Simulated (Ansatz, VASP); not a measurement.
**MgHgSe2: VASP beside Ansatz**

```
CELL_PARAMETERS angstrom
4.31386 0.00000 0.00000
0.00000 4.31386 0.00000
0.00000 0.00000 5.98545
ATOMIC_POSITIONS crystal
Mg 0.00000 0.00000 0.00000
Se 0.00000 0.50000 0.23548
Se 0.50000 0.00000 0.76452
Hg 0.50000 0.50000 0.50000
```

Alike in both runs: task single point; functional HSE06; k mesh 4 × 4 × 2; no spin polarisation.

```csv
,VASP,Ansatz
version,VASP 6.6.1,Ansatz 0.2.0
potentials or method,"VASP PAW PBE potentials, release 64 (Mg, Se, Hg)","plane waves, PAW"
plane-wave cutoff (eV),520,420
occupations,"gaussian, width 0.01 eV",fixed
valence electrons in the cell,26,62
```

Ansatz gave:

| Property | Result |
| --- | --- |
| gap on the k mesh at the Fermi level (eV) | 1.48 |
| pressure (GPa) | 0.0 |
| rms of the force components (eV/Å) | 0.022 |

Which values does VASP return?

gap on the k mesh at the Fermi level (eV): 1.48; pressure (GPa): 0.0; rms of the force components (eV/Å): 0.005.

VASP's potentials hold 26 valence electrons a cell and Ansatz's 62, so a difference there can come from the potentials and not from the codes. Ansatz's warnings: stress exchange threshold loose, stress scf threshold loose.

The k mesh is coarse, so the values compare programs but aren't converged. Spin-orbit coupling is off throughout.
